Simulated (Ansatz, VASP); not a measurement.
## One calculation of Ta2Ru, two programs

```xyz
6
Lattice="7.3979 0.0000 0.0000 -3.6990 6.4068 0.0000 0.0000 0.0000 2.8349" Properties=species:S:1:pos:R:3 pbc="T T T"
Ta    4.8178    0.0000    1.4175
Ta   -2.4089    4.1723    1.4175
Ta    1.2901    2.2345    1.4175
Ta    0.0000    0.0000    1.4175
Ru    0.0000    4.2712    1.4175
Ru    3.6990    2.1356    1.4175
```

Alike in both runs: functional PBE; k mesh 3 × 3 × 4; occupations gaussian, width 0.1 eV; no spin polarisation.

Ansatz relaxed the structure, and its values are those at the end. VASP's run is a single point on that final structure, the one shown.

|  | VASP | Ansatz |
| --- | --- | --- |
| version | VASP 6.6.1 | Ansatz 0.2.0 |
| potentials or method | VASP PAW PBE potentials, release 64 (Ta_sv_GW, Ru_sv), cutoff 560 eV | scalar-relativistic, plane waves, PAW |
| valence electrons in the cell | 84 | 84 |

|  | VASP | Ansatz | Ansatz less VASP |
| --- | --- | --- | --- |
| gap on the k mesh at the Fermi level (eV) | none | none | - |
| pressure (GPa) | -0.4 | 0.0 | +0.35 |

A gap of «none» marks a metal or a gap that the smearing closes.

The k mesh is coarse, so the values compare programs but aren't converged. Neither program's run includes spin-orbit coupling.
